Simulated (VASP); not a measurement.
# CoSi (rocksalt type): single point with PBE

CoSi (rocksalt type):

```
CELL_PARAMETERS angstrom
0.00000 1.91091 1.91091
1.91091 0.00000 1.91091
1.91091 1.91091 0.00000
ATOMIC_POSITIONS crystal
Co 0.00000 0.00000 0.00000
Si 0.50000 0.50000 0.50000
```

This cell differs from its parent crystal: volume scaled by 0.55.

* Program: VASP 6.6.1
* Task: single point
* Functional: PBE
* Potentials or basis: VASP PAW PBE potentials, release 64 (Co, Si)
* Cutoff: 520 eV
* k mesh: 16 × 16 × 16
* Occupations: fermi-dirac, width 0.1 eV
* Spin: no spin polarisation

| Item | Value |
| --- | --- |
| Pressure | 346.4 GPa |

Levels at points of the mesh, in eV from the Fermi level:
```
           k point  band 4  band 5  band 6  band 7  band 8  band 9
(0.00, 0.00, 0.00)   -5.49   -4.88   -4.88    8.07    8.07    8.07
(0.50, 0.00, 0.00)   -6.47   -2.63   -2.63   -0.46    7.81    7.81
(0.50, 0.50, 0.00)   -3.71   -2.06   -2.06    0.07    0.07    0.57
```

It took 19 s on 1 thread of Intel(R) Xeon(R) Platinum 8259CL CPU @ 2.50GHz (Skylake/Cascade Lake), on a shared host, peak memory 0.15 GiB.

 Spin polarisation is off, so any magnetic state and its effect on volume and gap are missing.
